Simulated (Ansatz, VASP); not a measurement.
# Al in VASP and in Ansatz

Contents of INCAR:

```
SYSTEM = Al
  ALGO = Normal
  EDIFF = 1E-6
  ENCUT = 520
  GGA = PE
  ISIF = 2
  ISMEAR = 0
  IVDW = 12
  LASPH = .True.
  LCHARG = .True.
  LELF = .True.
  LREAL = .False.
  LVHAR = .True.
  LWAVE = .False.
  NBANDS = 14
  NELM = 100
  PREC = Accurate
  SIGMA = 0.15
```

KPOINTS

```
k-points
0
Gamma
  18 18 6
  0 0 0
```

The input POSCAR:

```
Al
1.0
    2.8597018296      0.0000000000      0.0000000000
   -1.4298509148      2.4765744316      0.0000000000
    0.0000000000      0.0000000000      9.2399825815
Al
4
Direct
    0.0000000000      0.0000000000      0.0000000000
    0.3333333333      0.6666666667      0.2500000000
    0.0000000000      0.0000000000      0.5000000000
    0.6666666667      0.3333333333      0.7500000000
```

Input for Ansatz:

```yaml
crystal:
  lattice:
    - [2.8597018296, 0.0, 0.0]
    - [-1.4298509148, 2.4765744316, 0.0]
    - [0.0, 0.0, 9.2399825815]
  atoms:
    - { symbol: Al, position: [0.0, 0.0, 0.0] }
    - { symbol: Al, position: [0.3333333333, 0.6666666667, 0.25] }
    - { symbol: Al, position: [0.0, 0.0, 0.5] }
    - { symbol: Al, position: [0.6666666667, 0.3333333333, 0.75] }
basis:
  ecutwfc: 420
kpoints:
  mp_grid: { grid: [18, 18, 6] }
hamiltonian:
  xc: pbe
  dispersion: d3bj
scf:
  occupations: { method: gaussian, width: 0.15 }
output:
  forces: true
  stress: true
  eigenvalues: true
```

Alike in both runs: task single point; functional PBE; dispersion D3(BJ); k mesh 18 × 18 × 6; occupations gaussian, width 0.15 eV; no spin polarisation.

```csv
,VASP,Ansatz
version,VASP 6.6.1,Ansatz 0.2.0
potentials or method,"VASP PAW PBE potentials, release 64 (Al), cutoff 520 eV","scalar-relativistic, plane waves, PAW"
valence electrons in the cell,12,12
```

VASP gave:

```
gap on the k mesh at the Fermi level (eV)                     : none
pressure (GPa)                                                : -2.6
traceless stress, the component that is largest in VASP (GPa) : 1.03
```

Q: What did Ansatz give for the same quantities?

A: gap on the k mesh at the Fermi level (eV): none; pressure (GPa): -2.5; traceless stress, the component that is largest in VASP (GPa): 1.03.

A gap of «none» marks a metal or a gap that the smearing closes.
